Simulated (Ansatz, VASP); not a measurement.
# Al2H3Cl3: VASP beside Ansatz

The input INCAR:

```
SYSTEM = Al2H3Cl3
ALGO = Normal ; EDIFF = 1E-7
ENCUT = 520 ; GGA = PE
ISIF = 2 ; ISMEAR = 0
LASPH = .TRUE. ; LCHARG = .FALSE.
LREAL = .FALSE. ; LWAVE = .FALSE.
NBANDS = 25 ; NELM = 100
PREC = Accurate ; SIGMA = 0.1
```

Contents of KPOINTS:

```
k-points
0
G
  3 3 6
  0 0 0
```

File POSCAR:

```
Al2H3Cl3
1.0
    7.1846524500      0.0000000000      0.0000000000
   -3.5923262300      6.2220915400      0.0000000000
    0.0000000000      0.0000000000      3.0332888300
Al H Cl
2 3 3
Direct
    0.3333333300      0.6666666700      0.0000000000
    0.6666666700      0.3333333300      0.0000000000
    0.4189251100      0.0000000000      0.5000000000
    0.5810748900      0.5810748900      0.5000000000
    0.0000000000      0.4189251100      0.5000000000
    0.7632660300      0.0000000000      0.0000000000
    0.2367339700      0.2367339700      0.0000000000
    0.0000000000      0.7632660300      0.0000000000
```

Input for Ansatz:

```yaml
crystal:
  lattice:
    - [7.18465245, 0.0, 0.0]
    - [-3.59232623, 6.22209154, 0.0]
    - [0.0, 0.0, 3.03328883]
  atoms:
    - { symbol: Al, position: [0.33333333, 0.66666667, 0.0] }
    - { symbol: Al, position: [0.66666667, 0.33333333, 0.0] }
    - { symbol: H, position: [0.41892511, 0.0, 0.5] }
    - { symbol: H, position: [0.58107489, 0.58107489, 0.5] }
    - { symbol: H, position: [0.0, 0.41892511, 0.5] }
    - { symbol: Cl, position: [0.76326603, 0.0, 0.0] }
    - { symbol: Cl, position: [0.23673397, 0.23673397, 0.0] }
    - { symbol: Cl, position: [0.0, 0.76326603, 0.0] }
basis:
  ecutwfc: 420
kpoints:
  mp_grid: { grid: [3, 3, 6] }
hamiltonian:
  xc: pbe
scf:
  occupations: { method: gaussian, width: 0.1 }
  lower_state_search: "off"
output:
  forces: true
  stress: true
  eigenvalues: true
```

Change from the starting cell: species swapped into the Ti3In3Rh2 type (P-62m, No. 189).

Alike in both runs: task single point; functional PBE; k mesh 3 × 3 × 6; occupations gaussian, width 0.1 eV; no spin polarisation.

```csv
,VASP,Ansatz
version,VASP 6.6.1,Ansatz 0.2.0
potentials or method,"VASP PAW PBE potentials, release 64 (Al, H, Cl), cutoff 520 eV","scalar-relativistic, plane waves, PAW"
valence electrons in the cell,30,30
```

Ansatz gave:

* gap on the k mesh at the Fermi level (eV): none
* pressure (GPa): -9.7
* traceless stress, the component that is largest in VASP (GPa): 3.61
* rms of the force components (eV/Å): 0.488

Estimate VASP's values.

gap on the k mesh at the Fermi level (eV): none; pressure (GPa): -9.7; traceless stress, the component that is largest in VASP (GPa): 3.63; rms of the force components (eV/Å): 0.489.

Atom by atom the forces differ by 0.001 eV/Å (rms over components). A gap of «none» marks a metal or a gap that the smearing closes.
